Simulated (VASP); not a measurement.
# MgS (Imm2) in VASP: a series of runs

Runs on MgS. Level: PBEsol. Tasks: single point.

Everything below comes from runs of VASP 6.6.1. Logs are shortened: lines on timing, memory, paths and dates and some standing lists are left out, and cuts for length are marked.

## 1. The cell of the first run

It takes space group Imm2 (No. 44, orthorhombic). The conventional cell has a = 3.679 Å, b = 5.203 Å, c = 3.679 Å, α = 90.00°, β = 90.00°, γ = 90.00°. Mg (site symmetry mm2) has 6 S at 2.28 to 2.98 Å within 3.0 Å. Within 3.0 Å of S (site symmetry mm2) lie 6 Mg at 2.28 to 2.98 Å.

## 2. Single point, PBEsol

File INCAR:

```
SYSTEM = MgS
PREC = Accurate
ENCUT = 520
EDIFF = 1E-7
ISMEAR = 0
SIGMA = 0.05
LREAL = .FALSE.
LASPH = .TRUE.
NELM = 60
ALGO = Normal
ISIF = 2
LWAVE = .FALSE.
LCHARG = .FALSE.
GGA = PS
NBANDS = 11
```

File KPOINTS:

```
regular mesh
0
G
  8 8 8
  0 0 0
```

File POSCAR:

```
MgS
1.0
    0.0000000000      2.6016500000      2.6016500000
    2.6016500000      0.0000000000      2.6016500000
    2.6016500000      2.6016500000      0.0000000000
Mg S
1 1
Direct
    0.1358958317      0.0000000000      0.0000000000
    0.5000000000      0.5000000000      0.5000000000
```

Potentials or basis: VASP PAW PBE potentials, release 64 (Mg, S).

The run is started by

```bash
$ cat potpaw_PBE.64/Mg/POTCAR potpaw_PBE.64/S/POTCAR > POTCAR
$ mpirun -np 1 vasp_std > vasp.out
```

OUTCAR:

```text
SYSTEM = MgS
   PREC = Accurate
   ENCUT = 520
   EDIFF = 1E-7
   ISMEAR = 0
   LREAL = .FALSE.
   LASPH = .TRUE.
   NELM = 60
   ISIF = 2
   GGA = PS

 ion  position               nearest neighbor table
   1  0.136  0.000  0.000-   2 2.28   2 2.28   2 2.65   2 2.65   2 2.98   2 2.98
   2  0.500  0.500  0.500-   1 2.28   1 2.28   1 2.65   1 2.65   1 2.98   1 2.98

  LATTYP: Found a face centered cubic cell.
 ALAT       =     5.2033000000

  Lattice vectors:

 A1 = (   0.0000000000,   2.6016500000,   2.6016500000)
 A2 = (   2.6016500000,   0.0000000000,   2.6016500000)
 A3 = (   2.6016500000,   2.6016500000,   0.0000000000)

Analysis of symmetry for initial positions (statically):
=====================================================================
 Subroutine PRICEL returns:
 Original cell was already a primitive cell.

 Routine SETGRP: Setting up the symmetry group for a
 face centered cubic supercell.

 Subroutine GETGRP returns: Found  4 space group operations
 (whereof  4 operations were pure point group operations)
 out of a pool of 48 trial point group operations.

The static configuration has the point symmetry C_2v.

Analysis of symmetry for dynamics (positions and initial velocities):
=====================================================================
 Subroutine PRICEL returns:
 Original cell was already a primitive cell.

 Routine SETGRP: Setting up the symmetry group for a
 face centered cubic supercell.

 Subroutine GETGRP returns: Found  4 space group operations
 (whereof  4 operations were pure point group operations)
 out of a pool of 48 trial point group operations.

The dynamic configuration has the point symmetry C_2v.

 Subroutine INISYM returns: Found  4 space group operations
 (whereof  4 operations are pure point group operations),
 and found     1 'primitive' translations

----------------------------------------------------------------------------------------

                                     Primitive cell

  volume of cell :      35.2190

  direct lattice vectors                    reciprocal lattice vectors
     0.000000000  2.601650000  2.601650000    -0.192185728  0.192185728  0.192185728
     2.601650000  0.000000000  2.601650000     0.192185728 -0.192185728  0.192185728
     2.601650000  2.601650000  0.000000000     0.192185728  0.192185728 -0.192185728

  length of vectors
     3.679288715  3.679288715  3.679288715     0.332875446  0.332875446  0.332875446

  position of ions in fractional coordinates (direct lattice)
     0.135895832  0.000000000  0.000000000
[... 81 lines left out ...]
   NSW    =      0    number of steps for IOM
   IBRION =     -1    ionic relax: 0-MD 1-quasi-New 2-CG
   NFREE  =      0    steps in history (QN), initial steepest desc. (CG)
   ISIF   =      2    stress and relaxation
   ISYM   =      2    0-nonsym 1-usesym 2-fastsym
   POTIM  = 0.5000    time-step for ionic-motion
   TEBEG  =    0.0;   TEEND  =   0.0 temperature during run
   PSTRESS=    0.0 pullay stress
   NELECT =       8.0000    total number of electrons
   NUPDOWN=      -1.0000    fix difference up-down
   EMIN   =  10.00;   EMAX   =-10.00  energy-range for DOS
   EFERMI =   0.00;   METHOD = LEGACY
   ISMEAR =     0;   SIGMA  =   0.05  broadening in eV -4-tet -1-fermi 0-gaus
   EFERMI_NEDOS =   21; number of points for ismear=-14 and -15
   IALGO  =     38    algorithm
   IMIX   =      4    mixing-type and parameters
     AMIX     =   0.40;   BMIX     =  1.00
     AMIX_MAG =   1.60;   BMIX_MAG =  1.00
  volume/ion in A,a.u.               =      17.61       118.83
  Fermi-wavevector in a.u.,A,eV,Ry     =   0.998878  1.887606 13.575323  0.997758
  Thomas-Fermi vector in A             =   2.131131
   LORBIT       =      0    0 simple, 1 ext, 2 COOP (PROOUT), +10 PAW based schemes
   GGA     = PS    functional components
   LHFCALC =     F    Hartree Fock is set to
   AEXX    =    0.0000 exact exchange contribution
   IVDW    =     0    specifies the selected vdW correction
   LEPSILON=     F    determine dielectric tensor
   LRPA    =     F    only Hartree local field effects (RPA)
 non-spin polarized calculation
 Gauss-broadening in eV      SIGMA  =   0.05
  energy-cutoff  :      520.00
  volume of cell :       35.22
 maximum number of plane-waves:       960
   NGX = 13   NGY = 13   NGZ = 13

 number of electron       8.0000000 magnetization

 Free energy of the ion-electron system (eV)
  ---------------------------------------------------
  ext. energy  EPLUGINS =         0.00000000
  ---------------------------------------------------
  free energy    TOTEN  =        -8.66268750 eV

  energy without entropy =       -8.66268750  energy(sigma->0) =       -8.66268750

 E-fermi :   3.8897     XC(G=0):  -9.7796

 val. band max:        3.6379396111   @ k =   0.0000   0.0000   0.0000
 cond. band min:       6.4012710937   @ k =   0.0000   0.5000   0.5000
 fundamental gap:      2.7633314827
 Fermi energy:         3.8897186052

 k-point     1 :       0.0000    0.0000    0.0000
  band No.  band energies     occupation
      1      -9.0886      2.00000
      2       3.2542      2.00000
      3       3.6283      2.00000
      4       3.6379      2.00000
      5       7.1726      0.00000
      6      11.4118      0.00000
      7      11.4786      0.00000
      8      11.7357      0.00000
      9      14.2963      0.00000
     10      14.5645      0.00000
     11      15.5060      0.00000
[... 309 lines left out ...]
 k-point    24 :      -0.3750    0.1250    0.0000
  band No.  band energies     occupation
      1      -7.8503      2.00000
      2      -0.7269      2.00000
      3       2.0641      2.00000
      4       3.0042      2.00000
      5       8.8747      0.00000
      6      10.0286      0.00000
      7      11.1524      0.00000
      8      13.0157      0.00000
      9      15.5083      0.00000
     10      16.1190      0.00000
     11      18.3932      0.00000

 [... further k-points ...]
[... 5 lines left out ...]
  --------------------------------------------------------------------------------------
  -------------------------------------------------------------------------------------
  Total       -0.5958254      2.6462278      2.6462278      0.0000000     -0.7909628      0.0000000
  in kB      -27.1052254    120.3819038    120.3819038      0.0000000    -35.9823906      0.0000000
  external PRESSURE =      71.2195274 kB  Pullay stress =       0.0000000 kB

 VOLUME and BASIS-vectors are now :
 -----------------------------------------------------------------------------
  energy-cutoff  :      520.00
  volume of cell :       35.22
      direct lattice vectors                 reciprocal lattice vectors
     0.000000000  2.601650000  2.601650000    -0.192185728  0.192185728  0.192185728
     2.601650000  0.000000000  2.601650000     0.192185728 -0.192185728  0.192185728
     2.601650000  2.601650000  0.000000000     0.192185728  0.192185728 -0.192185728

 POSITION                                       TOTAL-FORCE (eV/Angst)
 -----------------------------------------------------------------------------------
      0.00000      0.35355      0.35355        -0.000000     -1.313658     -1.313658
      2.60165      2.60165      2.60165         0.000000      1.313658      1.313658
 -----------------------------------------------------------------------------------
    total drift:                               -0.000000     -0.000035     -0.000035

  FREE ENERGIE OF THE ION-ELECTRON SYSTEM (eV)
  ---------------------------------------------------
  free  energy   TOTEN  =        -8.6626875041 eV

  energy  without entropy=       -8.6626875041  energy(sigma->0) =       -8.66268750
```

stdout:

```text
POSCAR found type information on POSCAR MgS
 POSCAR found :  2 types and       2 ions
 scaLAPACK will be used
 -----------------------------------------------------------------------------
|                                                                             |
|                                                                             |
|     You enforced a specific xc type in the INCAR file but a different       |
|     I HOPE YOU KNOW WHAT YOU ARE DOING!                                     |
|                                                                             |
 -----------------------------------------------------------------------------

 LDA part: xc-table for (Slater+PW92), standard interpolation
 POSCAR, INCAR and KPOINTS ok, starting setup
 FFT: planning ... GRIDC
 FFT: planning ... GRID_SOFT
 FFT: planning ... GRID
 WAVECAR not read
 entering main loop
```

It took 23 s on 1 thread of Intel Xeon 6975P-C, shared host; peak memory 0.18 GiB.

What came out:

| Property | Result |
| --- | --- |
| Free energy | -8.6627 eV |
| Pressure | 7.1 GPa |
| Largest force | 1.858 eV/Å |
| Band gap on the k mesh | 2.76 eV, indirect (least direct gap 3.53 eV) |

Forces on the atoms (eV/Å):
```
Mg   0.000 -1.314 -1.314
S    0.000  1.314  1.314
```

Levels at points of the mesh, in eV from the valence-band top:
```tsv
k point	band 1	band 2	band 3	band 4	band 5	band 6	band 7	band 8	band 9
(0.00, 0.00, 0.00)	-12.73	-0.38	-0.01	0.00	3.53	7.77	7.84	8.10	10.66
(0.50, 0.00, 0.00)	-11.46	-4.78	-0.93	-0.54	4.49	6.89	7.02	9.64	12.04
(0.00, 0.50, 0.00)	-11.43	-4.92	-0.69	-0.51	4.29	7.07	7.15	9.54	11.93
(0.50, 0.50, 0.00)	-11.07	-4.27	-1.75	-1.68	2.77	4.22	11.69	12.96	13.43
(0.00, 0.50, 0.50)	-11.07	-4.22	-1.95	-1.60	2.76	4.21	11.90	12.75	13.71
```

Caveat: the cell differs from its parent crystal (all Mg atoms moved -0.500 Å, as atom 1 towards its neighbour atom 1 (Mg) at 3.679 Å); the PAW data sets were made with another functional, which shifts forces and pressure a little. A k mesh can miss the band edges.

## 3. Single point, PBEsol

File INCAR:

```
SYSTEM = MgS
  ALGO = Normal
  EDIFF = 1E-7
  ENCUT = 520
  GGA = PS
  ISIF = 2
  ISMEAR = 0
  LASPH = .True.
  LCHARG = .False.
  LREAL = .False.
  LWAVE = .False.
  NBANDS = 11
  NELM = 100
  PREC = Accurate
  SIGMA = 0.05
```

File KPOINTS:

```
k-points
0
Gamma
  8 8 8
  0 0 0
```

Edit POSCAR of step 2 so:

```diff
@@ -8,3 +8,3 @@
 Direct
-    0.1358958317      0.0000000000      0.0000000000
+   -0.1019218738      0.0000000000      0.0000000000
     0.5000000000      0.5000000000      0.5000000000
```

Potentials or basis: VASP PAW PBE potentials, release 64 (Mg, S).

The run is started by

```bash
$ cat potpaw_PBE.64/Mg/POTCAR potpaw_PBE.64/S/POTCAR > POTCAR
$ mpirun -np 1 vasp_std > vasp.out
```

Run time: 25 s. Hardware: 1 thread of Intel Xeon 6975P-C, shared host; peak memory 0.18 GiB.

The run converged. Its results:

```yaml
Free_energy: -8.8564 eV
Pressure: 3.5 GPa
Largest_force: 1.259 eV/Å
Band_gap_on_the_k_mesh: 2.74 eV, indirect (least direct gap 3.56 eV)
```

Forces on the atoms (eV/Å):
```
Mg   0.000  0.891  0.891
S    0.000 -0.891 -0.891
```

Stress tensor (GPa, compression positive):
```
-2.10  0.00  0.00
 0.00  6.33 -1.60
 0.00 -1.60  6.33
```

Levels at points of the mesh, in eV from the valence-band top:
```
           k point  band 2  band 3  band 4  band 5  band 6  band 7
(0.00, 0.00, 0.00)   -0.23    0.00    0.00    3.56    7.81    7.83
(0.50, 0.00, 0.00)   -4.83   -0.79   -0.56    4.45    6.86    6.95
(0.00, 0.50, 0.00)   -4.91   -0.65   -0.55    4.34    6.97    7.02
(0.50, 0.50, 0.00)   -4.26   -1.74   -1.69    2.75    4.23   11.76
(0.00, 0.50, 0.50)   -4.24   -1.85   -1.64    2.74    4.21   11.89
```

Caveat: the cell differs from its parent crystal (all Mg atoms moved +0.375 Å, as atom 1 towards its neighbour atom 1 (Mg) at 3.679 Å); the PAW data sets were made with another functional, which shifts forces and pressure a little. A k mesh can miss the band edges.
